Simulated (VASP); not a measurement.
# Sc2Si (Fd-3m) in VASP: notebook, part 2 of 2

VASP 6.6.1. The steps go on from the part before.

## (3) Single point, PBE

This run uses another cell than the first one, of 20.62 Å³/atom.

Input file INCAR:

```
SYSTEM = Sc2Si
PREC = Accurate
ENCUT = 520
EDIFF = 1E-6
ISMEAR = 0
SIGMA = 0.1
LREAL = .FALSE.
LASPH = .TRUE.
NELM = 80
ALGO = Normal
ISIF = 2
LWAVE = .FALSE.
LCHARG = .TRUE.
GGA = PE
LELF = .TRUE.
LVHAR = .TRUE.
NBANDS = 35
```

Input file KPOINTS:

```
Automatic mesh
0
G
  4 4 4
  0 0 0
```

Input file POSCAR:

```
Sc2Si
1.0
    0.0000000000      3.9550462164      3.9550462164
    3.9550462164      0.0000000000      3.9550462164
    3.9550462164      3.9550462164      0.0000000000
Sc Si
4 2
Direct
    0.6250000000      0.6250000000      0.6250000000
    0.1250000000      0.6250000000      0.6250000000
    0.6250000000      0.6250000000      0.1250000000
    0.6250000000      0.1250000000      0.6250000000
    0.0000000000      0.0000000000      0.0000000000
    0.2500000000      0.2500000000      0.2500000000
```

Potentials or basis: VASP PAW PBE potentials, release 64 (Sc_sv, Si).

Command:

```
$ cat potpaw_PBE.64/Sc_sv/POTCAR potpaw_PBE.64/Si/POTCAR > POTCAR
$ mpirun -np 1 vasp_std > vasp.out
```

Wall time 100 s (1 thread of Intel Xeon 8259CL, shared host); peak memory 0.25 GiB.

Results (log left out):

```
Free energy            : -34.1734 eV
Pressure               : -0.1 GPa
Band gap on the k mesh : zero (bands 26 and 27 overlap by 0.67 eV)
```

Levels at points of the mesh, in eV from the Fermi level:
| k point | band 23 | band 24 | band 25 | band 26 | band 27 | band 28 | band 29 | band 30 |
| --- | --- | --- | --- | --- | --- | --- | --- | --- |
| (0.00, 0.00, 0.00) | -1.14 | -1.14 | -1.14 | -0.53 | -0.53 | -0.53 | 0.25 | 0.25 |
| (0.50, 0.00, 0.00) | -1.37 | -1.37 | -0.12 | -0.12 | 0.22 | 0.29 | 1.17 | 1.17 |
| (0.50, 0.50, 0.00) | -0.80 | -0.80 | -0.53 | -0.53 | 0.45 | 0.45 | 1.23 | 1.23 |

## (4) Single point, PBE

This run uses another cell than the first one, of 20.70 Å³/atom.

Input file INCAR:

```
SYSTEM = Sc2Si
PREC = Accurate
ENCUT = 520
EDIFF = 1E-6
ISMEAR = 0
SIGMA = 0.1
LREAL = .FALSE.
LASPH = .TRUE.
NELM = 80
ALGO = Fast
ISIF = 2
LWAVE = .FALSE.
LCHARG = .FALSE.
GGA = PE
NBANDS = 35
```

Input file KPOINTS:

```
Automatic mesh
0
G
  8 8 8
  0 0 0
```

Input file POSCAR:

```
Sc2Si
1.0
    0.0000000000      3.9597152444      3.9597152444
    3.9597152444      0.0000000000      3.9597152444
    3.9597152444      3.9597152444      0.0000000000
Sc Si
4 2
Direct
    0.1250000000      0.1250000000      0.1250000000
    0.6250000000      0.1250000000      0.1250000000
    0.1250000000      0.1250000000      0.6250000000
    0.1250000000      0.6250000000      0.1250000000
    0.5000000000      0.5000000000      0.5000000000
    0.7500000000      0.7500000000      0.7500000000
```

Potentials or basis: VASP PAW PBE potentials, release 64 (Sc_sv, Si).

Command:

```
$ cat potpaw_PBE.64/Sc_sv/POTCAR potpaw_PBE.64/Si/POTCAR > POTCAR
$ mpirun -np 1 vasp_std > vasp.out
```

OUTCAR:

```text
SYSTEM = Sc2Si
   PREC = Accurate
   ENCUT = 520
   EDIFF = 1E-6
   ISMEAR = 0
   LREAL = .FALSE.
   LASPH = .TRUE.
   NELM = 80
   ISIF = 2
   GGA = PE

 ion  position               nearest neighbor table
   1  0.125  0.125  0.125-   2 2.80   3 2.80   4 2.80   3 2.80   4 2.80   2 2.80   6 3.28   5 3.28
                             6 3.28   5 3.28   6 3.28   5 3.28
   2  0.625  0.125  0.125-   1 2.80   3 2.80   4 2.80   1 2.80   3 2.80   4 2.80   6 3.28   5 3.28
                             5 3.28   6 3.28   5 3.28   6 3.28
   3  0.125  0.125  0.625-   1 2.80   1 2.80   2 2.80   4 2.80   4 2.80   2 2.80   6 3.28   5 3.28
[... 1129 lines left out ...]
  -------------------------------------------------------------------------------------
  Total        0.0625779      0.0625779      0.0625779      0.0000000      0.0000000     -0.0000000
  in kB        0.8074384      0.8074384      0.8074384      0.0000000      0.0000000     -0.0000000
  external PRESSURE =       0.8074384 kB  Pullay stress =       0.0000000 kB

 VOLUME and BASIS-vectors are now :
 -----------------------------------------------------------------------------
  energy-cutoff  :      520.00
  volume of cell :      124.17
      direct lattice vectors                 reciprocal lattice vectors
     0.000000000  3.959715244  3.959715244    -0.126271706  0.126271706  0.126271706
     3.959715244  0.000000000  3.959715244     0.126271706 -0.126271706  0.126271706
     3.959715244  3.959715244  0.000000000     0.126271706  0.126271706 -0.126271706

 POSITION                                       TOTAL-FORCE (eV/Angst)
 -----------------------------------------------------------------------------------
      0.98993      0.98993      0.98993        -0.000000      0.000000      0.000000
      0.98993      2.96979      2.96979        -0.000000      0.000000      0.000000
      2.96979      2.96979      0.98993        -0.000000      0.000000      0.000000
      2.96979      0.98993      2.96979        -0.000000      0.000000      0.000000
      3.95972      3.95972      3.95972        -0.000000     -0.000000     -0.000000
      5.93957      5.93957      5.93957         0.000000      0.000000      0.000000
 -----------------------------------------------------------------------------------
    total drift:                                0.000000      0.000000      0.000000

  FREE ENERGIE OF THE ION-ELECTRON SYSTEM (eV)
  ---------------------------------------------------
  free  energy   TOTEN  =       -34.1077366955 eV

  energy  without entropy=      -34.0643077941  energy(sigma->0) =      -34.08602224
```

OSZICAR:

```text
N       E                     dE             d eps       ncg     rms          rms(c)
DAV:   1     0.948487838199E+03    0.94849E+03   -0.23026E+04  2054   0.152E+03
DAV:   2     0.522758210373E+02   -0.89621E+03   -0.88343E+03  2846   0.678E+02
DAV:   3    -0.323353756506E+02   -0.84611E+02   -0.82154E+02  3369   0.268E+02
DAV:   4    -0.365292427702E+02   -0.41939E+01   -0.40514E+01  3364   0.537E+01
DAV:   5    -0.366515949589E+02   -0.12235E+00   -0.12098E+00  3364   0.108E+01    0.139E+01
RMM:   6    -0.342051346195E+02    0.24465E+01   -0.65573E+00  2303   0.212E+01    0.468E+00
RMM:   7    -0.341166755346E+02    0.88459E-01   -0.29667E+00  2818   0.878E+00    0.213E+00
RMM:   8    -0.341009302988E+02    0.15745E-01   -0.40756E-01  3113   0.355E+00    0.818E-01
RMM:   9    -0.341112118606E+02   -0.10282E-01   -0.21124E-01  3064   0.190E+00    0.469E-01
RMM:  10    -0.341067005876E+02    0.45113E-02   -0.33833E-02  2781   0.139E+00    0.211E-01
RMM:  11    -0.341077398758E+02   -0.10393E-02   -0.12611E-02  3274   0.503E-01    0.125E-01
RMM:  12    -0.341076155992E+02    0.12428E-03   -0.24358E-03  3051   0.264E-01    0.353E-02
RMM:  13    -0.341077209330E+02   -0.10533E-03   -0.97714E-04  3170   0.124E-01    0.250E-02
RMM:  14    -0.341077216857E+02   -0.75268E-06   -0.21016E-04  2855   0.646E-02    0.114E-02
RMM:  15    -0.341077315135E+02   -0.98278E-05   -0.10531E-04  2509   0.310E-02    0.108E-02
RMM:  16    -0.341077352328E+02   -0.37194E-05   -0.49578E-05  2360   0.294E-02    0.371E-03
RMM:  17    -0.341077368263E+02   -0.15934E-05   -0.23403E-05  2161   0.166E-02    0.186E-03
RMM:  18    -0.341077366955E+02    0.13079E-06   -0.73925E-06  1884   0.110E-02
   1 F= -.34107737E+02 E0= -.34086022E+02  d E =-.434289E-01
```

Run time: 6.9 min. Hardware: 1 thread of Intel Xeon 8259CL, shared host; peak memory 0.31 GiB.

Results:

```yaml
Free_energy: -34.1077 eV
Pressure: 0.1 GPa
Band_gap_on_the_k_mesh: zero (bands 26 and 27 overlap by 0.73 eV)
```

## (5) Overview

```tsv
cell	k mesh	gap on the mesh (eV)	pressure (GPa)
a = 5.344 Å, angles 60.0°, 6 atoms	4 × 4 × 4	none	9.9
a = 5.593 Å, angles 60.0°, 6 atoms	4 × 4 × 4	none	-0.1
a = 5.600 Å, angles 60.0°, 6 atoms	8 × 8 × 8	none	0.1
```

Alike in all rows: task single point; level PBE; potentials or basis VASP PAW PBE potentials, release 64 (Sc_sv, Si); no spin polarisation; cutoff (eV) 520; smearing gaussian 0.1 eV.

Caveats: the cell stands under pressure (at least some runs).

Total energies depend on the potentials used, so only differences within one code and one set of settings carry meaning.
